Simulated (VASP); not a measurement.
# ScCu (Pm-3m) in VASP: a series of runs

ScCu is run at these levels: LDA; tasks: single point.

All numbers are computed with VASP 6.6.1; they aren't measurements. Logs are shortened: lines on timing, memory, paths and dates and some standing lists are left out, and cuts for length are marked.

### Step 1. The cell of the first run

It takes space group Pm-3m (No. 221, cubic). Conventional cell: a = 3.167 Å, b = 3.167 Å, c = 3.167 Å, α = 90.00°, β = 90.00°, γ = 90.00°. Within 3.6 Å of Sc (site symmetry m-3m) lie 8 Cu at 2.74 Å and 6 Sc at 3.17 Å. Cu (site symmetry m-3m) has 8 Sc at 2.74 Å and 6 Cu at 3.17 Å within 3.6 Å.

### Step 2. Single point, LDA

INCAR reads:

```
SYSTEM = ScCu
PREC = Accurate
ENCUT = 520
EDIFF = 1E-6
ISMEAR = -1
SIGMA = 0.05
LREAL = .False.
LASPH = .True.
NELM = 100
ALGO = Normal
ISIF = 2
LWAVE = .False.
LCHARG = .True.
GGA = CA
LELF = .True.
LVHAR = .True.
NBANDS = 18
```

KPOINTS reads:

```
Automatic mesh
0
Gamma
  13 13 13
  0 0 0
```

POSCAR reads:

```
ScCu
1.0
    3.1670556362      0.0000000000      0.0000000000
    0.0000000000      3.1670556362      0.0000000000
    0.0000000000      0.0000000000      3.1670556362
Sc Cu
1 1
Direct
    0.5000000000      0.5000000000      0.5000000000
    0.0000000000      0.0000000000      0.0000000000
```

Potentials or basis: VASP PAW LDA potentials, release 64 (Sc_sv, Cu).

Command:

```sh
$ cat potpaw_LDA.64/Sc_sv/POTCAR potpaw_LDA.64/Cu/POTCAR > POTCAR
$ mpirun -np 1 vasp_std > vasp.out
```

OUTCAR:

```text
SYSTEM = ScCu
   PREC = Accurate
   ENCUT = 520
   EDIFF = 1E-6
   ISMEAR = -1
   LREAL = .False.
   LASPH = .True.
   NELM = 100
   ISIF = 2
   GGA = CA

 ion  position               nearest neighbor table
   1  0.500  0.500  0.500-   2 2.74   2 2.74   2 2.74   2 2.74   2 2.74   2 2.74   2 2.74   2 2.74

   2  0.000  0.000  0.000-   1 2.74   1 2.74   1 2.74   1 2.74   1 2.74   1 2.74   1 2.74   1 2.74

  LATTYP: Found a simple cubic cell.
 ALAT       =     3.1670556362

  Lattice vectors:

 A1 = (   3.1670556362,   0.0000000000,   0.0000000000)
 A2 = (   0.0000000000,   3.1670556362,   0.0000000000)
 A3 = (   0.0000000000,   0.0000000000,   3.1670556362)

Analysis of symmetry for initial positions (statically):
=====================================================================
 Subroutine PRICEL returns:
 Original cell was already a primitive cell.

 Routine SETGRP: Setting up the symmetry group for a
 simple cubic supercell.

 Subroutine GETGRP returns: Found 48 space group operations
 (whereof 48 operations were pure point group operations)
 out of a pool of 48 trial point group operations.

The static configuration has the point symmetry O_h .

Analysis of symmetry for dynamics (positions and initial velocities):
=====================================================================
 Subroutine PRICEL returns:
 Original cell was already a primitive cell.

 Routine SETGRP: Setting up the symmetry group for a
 simple cubic supercell.

 Subroutine GETGRP returns: Found 48 space group operations
 (whereof 48 operations were pure point group operations)
 out of a pool of 48 trial point group operations.

The dynamic configuration has the point symmetry O_h .

 Subroutine INISYM returns: Found 48 space group operations
 (whereof 48 operations are pure point group operations),
 and found     1 'primitive' translations

----------------------------------------------------------------------------------------

                                     Primitive cell

  volume of cell :      31.7663

  direct lattice vectors                    reciprocal lattice vectors
     3.167055636  0.000000000  0.000000000     0.315750689  0.000000000  0.000000000
     0.000000000  3.167055636  0.000000000     0.000000000  0.315750689  0.000000000
     0.000000000  0.000000000  3.167055636     0.000000000  0.000000000  0.315750689

  length of vectors
     3.167055636  3.167055636  3.167055636     0.315750689  0.315750689  0.315750689

  position of ions in fractional coordinates (direct lattice)
     0.500000000  0.500000000  0.500000000
     0.000000000  0.000000000  0.000000000

  ion indices of the primitive-cell ions
   primitive index   ion index
                 1           1
                 2           2

----------------------------------------------------------------------------------------

 KPOINTS: Automatic mesh

Automatic generation of k-mesh.
 Grid dimensions read from file:
 generate k-points for:   13   13   13

 Generating k-lattice:

  Cartesian coordinates                     Fractional coordinates (reciprocal lattice)
     0.024288515  0.000000000  0.000000000     0.076923077  0.000000000  0.000000000
     0.000000000  0.024288515  0.000000000     0.000000000  0.076923077  0.000000000
     0.000000000  0.000000000  0.024288515     0.000000000  0.000000000  0.076923077

  Length of vectors
     0.024288515  0.024288515  0.024288515

  Shift w.r.t. Gamma in fractional coordinates (k-lattice)
     0.000000000  0.000000000  0.000000000

 Subroutine IBZKPT returns following result:
 ===========================================

 Found     84 irreducible k-points:

 Following reciprocal coordinates:
            Coordinates               Weight
  0.000000  0.000000  0.000000      1.000000
  0.076923  0.000000  0.000000      6.000000
  0.153846  0.000000  0.000000      6.000000
  0.230769  0.000000  0.000000      6.000000
  0.307692  0.000000  0.000000      6.000000
  0.384615  0.000000  0.000000      6.000000
[... 16 lines left out ...]
  0.307692  0.307692  0.000000     12.000000
  0.384615  0.307692  0.000000     24.000000
 [... further k-points ...]
   k-points           NKPTS =     84   k-points in BZ     NKDIM =     84   number of bands    NBANDS=     18
   number of dos      NEDOS =    301   number of ions     NIONS =      2
   total plane-waves  NPLWV =  13824
   dimension x,y,z NGX =    24 NGY =   24 NGZ =   24
   dimension x,y,z NGXF=    48 NGYF=   48 NGZF=   48
   ions per type =               1   1
   NGX,Y,Z   is equivalent  to a cutoff of  12.60, 12.60, 12.60 a.u.
   NGXF,Y,Z  is equivalent  to a cutoff of  25.20, 25.20, 25.20 a.u.
 SYSTEM =  ScCu
   PREC   = accura    normal or accurate (medium, high low for compatibility)
   ISTART =      0    job   : 0-new  1-cont  2-samecut
   ICHARG =      2    charge: 1-file 2-atom 10-const
   ISPIN  =      1    spin polarized calculation?
   LNONCOLLINEAR =      F non collinear calculations
   LSORBIT =      F    spin-orbit coupling
   LASPH  =      T    aspherical Exc in radial PAW
   ENCUT  =  520.0 eV  38.22 Ry    6.18 a.u.   5.89  5.89  5.89*2*pi/ulx,y,z
   NELM   =    100;   NELMIN=  2; NELMDL= -5     # of ELM steps
   EDIFF  = 0.1E-05   stopping-criterion for ELM
   LREAL  =      F    real-space projection
   EDIFFG = 0.1E-04   stopping-criterion for IOM
   NSW    =      0    number of steps for IOM
   IBRION =     -1    ionic relax: 0-MD 1-quasi-New 2-CG
   NFREE  =      0    steps in history (QN), initial steepest desc. (CG)
   ISIF   =      2    stress and relaxation
   ISYM   =      2    0-nonsym 1-usesym 2-fastsym
   POTIM  = 0.5000    time-step for ionic-motion
   TEBEG  =    0.0;   TEEND  =   0.0 temperature during run
   PSTRESS=    0.0 pullay stress
   NELECT =      22.0000    total number of electrons
   NUPDOWN=      -1.0000    fix difference up-down
   EMIN   =  10.00;   EMAX   =-10.00  energy-range for DOS
   EFERMI =   0.00;   METHOD = LEGACY
   ISMEAR =    -1;   SIGMA  =   0.05  broadening in eV -4-tet -1-fermi 0-gaus
   EFERMI_NEDOS =   21; number of points for ismear=-14 and -15
   IALGO  =     38    algorithm
   IMIX   =      4    mixing-type and parameters
     AMIX     =   0.40;   BMIX     =  1.00
     AMIX_MAG =   1.60;   BMIX_MAG =  1.00
  volume/ion in A,a.u.               =      15.88       107.18
  Fermi-wavevector in a.u.,A,eV,Ry     =   1.448416  2.737110 28.543790  2.097909
  Thomas-Fermi vector in A             =   2.566260
   LORBIT       =      0    0 simple, 1 ext, 2 COOP (PROOUT), +10 PAW based schemes
   GGA     = CA    functional components
   LHFCALC =     F    Hartree Fock is set to
   AEXX    =    0.0000 exact exchange contribution
   IVDW    =     0    specifies the selected vdW correction
   LEPSILON=     F    determine dielectric tensor
   LRPA    =     F    only Hartree local field effects (RPA)
 non-spin polarized calculation
  energy-cutoff  :      520.00
  volume of cell :       31.77
 maximum number of plane-waves:       876
 NGX is ok and might be reduce to    24
   NGX = 11   NGY = 11   NGZ = 11

 number of electron      22.0000038 magnetization

 Free energy of the ion-electron system (eV)
  ---------------------------------------------------
  ext. energy  EPLUGINS =         0.00000000
  ---------------------------------------------------
  free energy    TOTEN  =       -11.96807972 eV

  energy without entropy =      -11.95603174  energy(sigma->0) =      -11.96205573

 E-fermi :   5.9731     XC(G=0): -11.8427

 val. band max:        5.9721447976   @ k =   0.3846   0.3077   0.2308
 cond. band min:       5.9733555402   @ k =   0.3077   0.2308   0.1538
 fundamental gap:      0.0012107425
 Fermi energy:         5.9731495572

 k-point     1 :       0.0000    0.0000    0.0000
  band No.  band energies     occupation
      1     -42.8870      2.00000
      2     -21.7289      2.00000
      3     -21.7289      2.00000
      4     -21.7289      2.00000
      5      -1.3821      2.00000
      6       1.7864      2.00000
[... 10 lines left out ...]
     17      13.2227      0.00000
     18      13.2227      0.00000

 k-point     2 :       0.0769    0.0000    0.0000
  band No.  band energies     occupation
      1     -42.8852      2.00000
      2     -21.7479      2.00000
      3     -21.7274      2.00000
      4     -21.7274      2.00000
      5      -1.2776      2.00000
      6       1.8106      2.00000
[... 10 lines left out ...]
     17      13.5065      0.00000
     18      13.5065      0.00000

 k-point     3 :       0.1538    0.0000    0.0000
  band No.  band energies     occupation
      1     -42.8799      2.00000
      2     -21.8003      2.00000
      3     -21.7232      2.00000
      4     -21.7232      2.00000
      5      -0.9701      2.00000
      6       1.8792      2.00000
[... 10 lines left out ...]
     17      14.2285      0.00000
     18      14.2285      0.00000

 k-point     4 :       0.2308    0.0000    0.0000
  band No.  band energies     occupation
      1     -42.8725      2.00000
      2     -21.8734      2.00000
      3     -21.7172      2.00000
      4     -21.7172      2.00000
      5      -0.4784      2.00000
      6       1.9796      2.00000
[... 375 lines left out ...]
      4     -21.6896      2.00000
      5       1.5568      2.00000
      6       2.0318      2.00000
[... 10 lines left out ...]
     17      14.7588      0.00000
     18      16.3588      0.00000

 k-point    23 :       0.3077    0.3077    0.0000
  band No.  band energies     occupation
      1     -42.8432      2.00000
      2     -21.9262      2.00000
      3     -21.9142      2.00000
      4     -21.6914      2.00000
      5       1.1215      2.00000
      6       2.0421      2.00000
[... 10 lines left out ...]
     17      13.2144      0.00000
     18      17.0094      0.00000

 k-point    24 :       0.3846    0.3077    0.0000
  band No.  band energies     occupation
      1     -42.8370      2.00000
      2     -21.9800      2.00000
      3     -21.9112      2.00000
      4     -21.6857      2.00000
      5       1.3851      2.00000
      6       1.9677      2.00000
[... 10 lines left out ...]
     17      13.4915      0.00000
     18      16.0244      0.00000

 [... further k-points ...]

------------------------ aborting loop because EDIFF is reached ----------------------------------------

  FORCE on cell =-STRESS in cart. coord.  units (eV):
  Direction    XX          YY          ZZ          XY          YZ          ZX
  --------------------------------------------------------------------------------------
  -------------------------------------------------------------------------------------
  Total        0.1246724      0.1246724      0.1246724      0.0000000      0.0000000     -0.0000000
  in kB        6.2880180      6.2880180      6.2880180      0.0000000      0.0000000     -0.0000000
  external PRESSURE =       6.2880180 kB  Pullay stress =       0.0000000 kB

 VOLUME and BASIS-vectors are now :
 -----------------------------------------------------------------------------
  energy-cutoff  :      520.00
  volume of cell :       31.77
      direct lattice vectors                 reciprocal lattice vectors
     3.167055636  0.000000000  0.000000000     0.315750689  0.000000000  0.000000000
     0.000000000  3.167055636  0.000000000     0.000000000  0.315750689  0.000000000
     0.000000000  0.000000000  3.167055636     0.000000000  0.000000000  0.315750689

 POSITION                                       TOTAL-FORCE (eV/Angst)
 -----------------------------------------------------------------------------------
      1.58353      1.58353      1.58353         0.000000      0.000000      0.000000
      0.00000      0.00000      0.00000         0.000000      0.000000      0.000000
 -----------------------------------------------------------------------------------
    total drift:                                0.000000      0.000000     -0.000000

  FREE ENERGIE OF THE ION-ELECTRON SYSTEM (eV)
  ---------------------------------------------------
  free  energy   TOTEN  =       -11.9680797153 eV

  energy  without entropy=      -11.9560317414  energy(sigma->0) =      -11.96205573
```

Run time: 21 s. Hardware: 1 thread of Intel Xeon Platinum 8259CL at 2.50GHz (Skylake/Cascade Lake), shared host; peak memory 0.16 GiB.

Results:

| Item | Value |
| --- | --- |
| Free energy | -11.9681 eV |
| Pressure | 0.6 GPa |
| Band gap on the k mesh | zero (band 11 reaches 6.52 eV, above the bottom of band 12 at 4.44 eV) |

### Step 3. Single point, LDA

INCAR reads:

```
  PREC = Accurate
  ENCUT = 520
  EDIFF = 1E-7
  ISMEAR = -1
  SIGMA = 0.05
  LREAL = F
  LASPH = T
  NELM = 80
  ALGO = Normal
  ISIF = 2
  LWAVE = F
  LCHARG = F
  NBANDS = 18
```

KPOINTS reads:

```
Automatic mesh
0
Gamma
  13 13 13
```

POSCAR is that of step 2.

Potentials or basis: VASP PAW LDA potentials, release 64 (Sc_sv, Cu).

Command:

```sh
$ cat potpaw_LDA.64/Sc_sv/POTCAR potpaw_LDA.64/Cu/POTCAR > POTCAR
$ mpirun -np 1 vasp_std > vasp.out
```

Run time: 21 s. Hardware: 1 thread of Intel Xeon Platinum 8259CL at 2.50GHz (Skylake/Cascade Lake), shared host; peak memory 0.16 GiB.

Results (log left out):

```yaml
Free_energy: -11.9681 eV
Pressure: 0.6 GPa
Band_gap_on_the_k_mesh: zero (band 11 reaches 6.52 eV, above the bottom of band 12 at 4.44 eV)
```

Levels at points of the mesh, in eV from the Fermi level:
| k point | band 7 | band 8 | band 9 | band 10 | band 11 | band 12 | band 13 | band 14 | band 15 | band 16 |
| --- | --- | --- | --- | --- | --- | --- | --- | --- | --- | --- |
| (0.00, 0.00, 0.00) | -4.19 | -3.23 | -3.23 | -3.23 | 0.52 | 0.52 | 3.46 | 3.46 | 3.46 | 7.25 |
